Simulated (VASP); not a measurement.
# In (Im-3m) in VASP: single point with LDA

Aim: the single point of In with LDA.

Program: VASP 6.6.1. These are calculated values, not measurements. Logs are shortened: lines on timing, memory, paths and dates and some standing lists are left out, and cuts for length are marked.

## 1. The cell of the first run

The structure is cubic, space group Im-3m (No. 229). The conventional cell has a = 3.765 Å, b = 3.765 Å, c = 3.765 Å, α = 90.00°, β = 90.00°, γ = 90.00°. Within 4.3 Å of In (site symmetry m-3m) lie 14 In at 3.26 to 3.77 Å.

## 2. Single point, LDA

INCAR

```
SYSTEM = In
  ALGO = Normal
  EDIFF = 1E-6
  ENCUT = 520
  ISIF = 2
  ISMEAR = -1
  LASPH = .True.
  LCHARG = .False.
  LREAL = .False.
  LWAVE = .False.
  NBANDS = 12
  NELM = 100
  PREC = Accurate
  SIGMA = 0.2
```

KPOINTS

```
k-points
0
Gamma
  11 11 11
  0 0 0
```

POSCAR

```
In
1.0
   -1.8825252400      1.8825252400      1.8825252400
    1.8825252400     -1.8825252400      1.8825252400
    1.8825252400      1.8825252400     -1.8825252400
In
1
Direct
    0.0000000000      0.0000000000      0.0000000000
```

Potentials or basis: VASP PAW LDA potentials, release 64 (In_d).

Started as:

```sh
$ cat potpaw_LDA.64/In_d/POTCAR > POTCAR
$ mpirun -np 1 vasp_std > vasp.out
```

OUTCAR:

```text
SYSTEM = In
   EDIFF = 1E-6
   ENCUT = 520
   ISIF = 2
   ISMEAR = -1
   LASPH = .True.
   LREAL = .False.
   NELM = 100
   PREC = Accurate

 ion  position               nearest neighbor table
   1  0.000  0.000  0.000-

  LATTYP: Found a body centered cubic cell.
 ALAT       =     3.7650504800

  Lattice vectors:

 A1 = (  -1.8825252400,   1.8825252400,   1.8825252400)
 A2 = (   1.8825252400,  -1.8825252400,   1.8825252400)
 A3 = (   1.8825252400,   1.8825252400,  -1.8825252400)

Analysis of symmetry for initial positions (statically):
=====================================================================
 Subroutine PRICEL returns:
 Original cell was already a primitive cell.

 Routine SETGRP: Setting up the symmetry group for a
 body centered cubic supercell.

 Subroutine GETGRP returns: Found 48 space group operations
 (whereof 48 operations were pure point group operations)
 out of a pool of 48 trial point group operations.

The static configuration has the point symmetry O_h .

Analysis of symmetry for dynamics (positions and initial velocities):
=====================================================================
 Subroutine PRICEL returns:
 Original cell was already a primitive cell.

 Routine SETGRP: Setting up the symmetry group for a
 body centered cubic supercell.

 Subroutine GETGRP returns: Found 48 space group operations
 (whereof 48 operations were pure point group operations)
 out of a pool of 48 trial point group operations.

The dynamic configuration has the point symmetry O_h .

 Subroutine INISYM returns: Found 48 space group operations
 (whereof 48 operations are pure point group operations),
 and found     1 'primitive' translations

----------------------------------------------------------------------------------------

                                     Primitive cell

  volume of cell :      26.6859

  direct lattice vectors                    reciprocal lattice vectors
    -1.882525240  1.882525240  1.882525240     0.000000000  0.265600689  0.265600689
     1.882525240 -1.882525240  1.882525240     0.265600689  0.000000000  0.265600689
     1.882525240  1.882525240 -1.882525240     0.265600689  0.265600689  0.000000000

  length of vectors
     3.260629362  3.260629362  3.260629362     0.375616096  0.375616096  0.375616096

  position of ions in fractional coordinates (direct lattice)
     0.000000000  0.000000000  0.000000000

  ion indices of the primitive-cell ions
   primitive index   ion index
                 1           1

----------------------------------------------------------------------------------------

 KPOINTS: k-points

Automatic generation of k-mesh.
 Grid dimensions read from file:
 generate k-points for:   11   11   11

 Generating k-lattice:

  Cartesian coordinates                     Fractional coordinates (reciprocal lattice)
     0.000000000  0.024145517  0.024145517     0.090909091  0.000000000  0.000000000
     0.024145517  0.000000000  0.024145517     0.000000000  0.090909091  0.000000000
     0.024145517  0.024145517  0.000000000     0.000000000  0.000000000  0.090909091

  Length of vectors
     0.034146918  0.034146918  0.034146918

  Shift w.r.t. Gamma in fractional coordinates (k-lattice)
     0.000000000  0.000000000  0.000000000

 Subroutine IBZKPT returns following result:
 ===========================================

 Found     56 irreducible k-points:

 Following reciprocal coordinates:
            Coordinates               Weight
  0.000000  0.000000  0.000000      1.000000
  0.090909  0.000000  0.000000     12.000000
  0.181818  0.000000  0.000000     12.000000
  0.272727  0.000000  0.000000     12.000000
  0.363636  0.000000  0.000000     12.000000
  0.454545  0.000000  0.000000     12.000000
[... 16 lines left out ...]
  0.272727  0.181818  0.090909     48.000000
  0.363636  0.181818  0.090909     24.000000
 [... further k-points ...]
   k-points           NKPTS =     56   k-points in BZ     NKDIM =     56   number of bands    NBANDS=     12
   number of dos      NEDOS =    301   number of ions     NIONS =      1
   total plane-waves  NPLWV =  13824
   dimension x,y,z NGX =    24 NGY =   24 NGZ =   24
   dimension x,y,z NGXF=    48 NGYF=   48 NGZF=   48
   ions per type =               1
   NGX,Y,Z   is equivalent  to a cutoff of  12.24, 12.24, 12.24 a.u.
   NGXF,Y,Z  is equivalent  to a cutoff of  24.47, 24.47, 24.47 a.u.
 SYSTEM =  In
   PREC   = accura    normal or accurate (medium, high low for compatibility)
   ISTART =      0    job   : 0-new  1-cont  2-samecut
   ICHARG =      2    charge: 1-file 2-atom 10-const
   ISPIN  =      1    spin polarized calculation?
   LNONCOLLINEAR =      F non collinear calculations
   LSORBIT =      F    spin-orbit coupling
   LASPH  =      T    aspherical Exc in radial PAW
   ENCUT  =  520.0 eV  38.22 Ry    6.18 a.u.   6.06  6.06  6.06*2*pi/ulx,y,z
   NELM   =    100;   NELMIN=  2; NELMDL= -5     # of ELM steps
   EDIFF  = 0.1E-05   stopping-criterion for ELM
   LREAL  =      F    real-space projection
   EDIFFG = 0.1E-04   stopping-criterion for IOM
   NSW    =      0    number of steps for IOM
   IBRION =     -1    ionic relax: 0-MD 1-quasi-New 2-CG
   NFREE  =      0    steps in history (QN), initial steepest desc. (CG)
   ISIF   =      2    stress and relaxation
   ISYM   =      2    0-nonsym 1-usesym 2-fastsym
   POTIM  = 0.5000    time-step for ionic-motion
   TEBEG  =    0.0;   TEEND  =   0.0 temperature during run
   PSTRESS=    0.0 pullay stress
   NELECT =      13.0000    total number of electrons
   NUPDOWN=      -1.0000    fix difference up-down
   EMIN   =  10.00;   EMAX   =-10.00  energy-range for DOS
   EFERMI =   0.00;   METHOD = LEGACY
   ISMEAR =    -1;   SIGMA  =   0.20  broadening in eV -4-tet -1-fermi 0-gaus
   EFERMI_NEDOS =   21; number of points for ismear=-14 and -15
   IALGO  =     38    algorithm
   IMIX   =      4    mixing-type and parameters
     AMIX     =   0.40;   BMIX     =  1.00
     AMIX_MAG =   1.60;   BMIX_MAG =  1.00
  volume/ion in A,a.u.               =      26.69       180.09
  Fermi-wavevector in a.u.,A,eV,Ry     =   1.288136  2.434225 22.576080  1.659295
  Thomas-Fermi vector in A             =   2.420108
   LORBIT       =      0    0 simple, 1 ext, 2 COOP (PROOUT), +10 PAW based schemes
   GGA     = CA    functional components
   LHFCALC =     F    Hartree Fock is set to
   AEXX    =    0.0000 exact exchange contribution
   IVDW    =     0    specifies the selected vdW correction
   LEPSILON=     F    determine dielectric tensor
   LRPA    =     F    only Hartree local field effects (RPA)
 non-spin polarized calculation
  energy-cutoff  :      520.00
  volume of cell :       26.69
 maximum number of plane-waves:       730
   NGX = 13   NGY = 13   NGZ = 13

 number of electron      13.0000005 magnetization

 Free energy of the ion-electron system (eV)
  ---------------------------------------------------
  ext. energy  EPLUGINS =         0.00000000
  ---------------------------------------------------
  free energy    TOTEN  =        -3.21559224 eV

  energy without entropy =       -3.15424754  energy(sigma->0) =       -3.18491989

 E-fermi :   6.9808     XC(G=0): -10.4349

 val. band max:        6.6725751667   @ k =   0.2727   0.2727   0.1818
 cond. band min:       6.9984633802   @ k =  -0.3636   0.4545   0.1818
 fundamental gap:      0.3258882135
 Fermi energy:         6.9808163200

 k-point     1 :       0.0000    0.0000    0.0000
  band No.  band energies     occupation
      1      -7.5806      2.00000
      2      -7.5806      2.00000
      3      -7.5806      2.00000
      4      -7.3112      2.00000
      5      -7.3112      2.00000
      6      -2.4292      2.00000
      7      17.7313      0.00000
      8      17.7313      0.00000
      9      17.7313      0.00000
     10      20.0323      0.00000
     11      20.0323      0.00000
     12      20.0323      0.00000

 k-point     2 :       0.0909    0.0000    0.0000
  band No.  band energies     occupation
      1      -7.5892      2.00000
      2      -7.5727      2.00000
      3      -7.5476      2.00000
      4      -7.3203      2.00000
      5      -7.3116      2.00000
      6      -2.2408      2.00000
      7      16.0223      0.00000
      8      16.9255      0.00000
      9      17.3274      0.00000
     10      19.0436      0.00000
     11      19.3875      0.00000
     12      19.8735      0.00000

 k-point     3 :       0.1818    0.0000    0.0000
  band No.  band energies     occupation
      1      -7.6122      2.00000
      2      -7.5591      2.00000
      3      -7.4577      2.00000
      4      -7.3398      2.00000
      5      -7.3124      2.00000
      6      -1.6696      2.00000
      7      12.9393      0.00000
      8      15.5116      0.00000
      9      16.3549      0.00000
     10      18.2424      0.00000
     11      18.5015      0.00000
     12      20.2311      0.00000
[... 286 lines left out ...]
 k-point    23 :       0.2727    0.1818    0.0909
  band No.  band energies     occupation
      1      -7.6335      2.00000
      2      -7.5413      2.00000
      3      -7.3284      2.00000
      4      -7.3240      2.00000
      5      -7.2686      2.00000
      6       2.3392      2.00000
      7       6.5694      1.77332
      8       8.9945      0.00008
      9      11.1595      0.00000
     10      21.3264      0.00000
     11      22.9053      0.00000
     12      23.1799      0.00000

 k-point    24 :       0.3636    0.1818    0.0909
  band No.  band energies     occupation
      1      -7.6366      2.00000
      2      -7.5271      2.00000
      3      -7.3272      2.00000
      4      -7.3183      2.00000
      5      -7.2729      2.00000
      6       3.6779      2.00000
      7       4.9778      1.99991
      8       8.7044      0.00036
      9      10.9724      0.00000
     10      21.2066      0.00000
     11      23.0314      0.00000
     12      24.2377      0.00000

 [... further k-points ...]
[... 5 lines left out ...]
  --------------------------------------------------------------------------------------
  -------------------------------------------------------------------------------------
  Total       -0.4675936     -0.4675936     -0.4675936      0.0000000     -0.0000000      0.0000000
  in kB      -28.0735101    -28.0735101    -28.0735101      0.0000000     -0.0000000      0.0000000
  external PRESSURE =     -28.0735101 kB  Pullay stress =       0.0000000 kB

 VOLUME and BASIS-vectors are now :
 -----------------------------------------------------------------------------
  energy-cutoff  :      520.00
  volume of cell :       26.69
      direct lattice vectors                 reciprocal lattice vectors
    -1.882525240  1.882525240  1.882525240     0.000000000  0.265600689  0.265600689
     1.882525240 -1.882525240  1.882525240     0.265600689  0.000000000  0.265600689
     1.882525240  1.882525240 -1.882525240     0.265600689  0.265600689  0.000000000

 POSITION                                       TOTAL-FORCE (eV/Angst)
 -----------------------------------------------------------------------------------
      0.00000      0.00000      0.00000        -0.000000     -0.000000      0.000000
 -----------------------------------------------------------------------------------
    total drift:                                0.000000      0.000000      0.000000

  FREE ENERGIE OF THE ION-ELECTRON SYSTEM (eV)
  ---------------------------------------------------
  free  energy   TOTEN  =        -3.2155922396 eV

  energy  without entropy=       -3.1542475377  energy(sigma->0) =       -3.18491989
```

It took 7.3 s on 1 thread of Intel Xeon Platinum 8488C (Sapphire Rapids), shared host; peak memory 0.13 GiB.

What came out:

- Free energy: -3.2156 eV
- Pressure: -2.8 GPa

Caveat: spin-orbit coupling is left out, which moves the levels of the heavy elements.
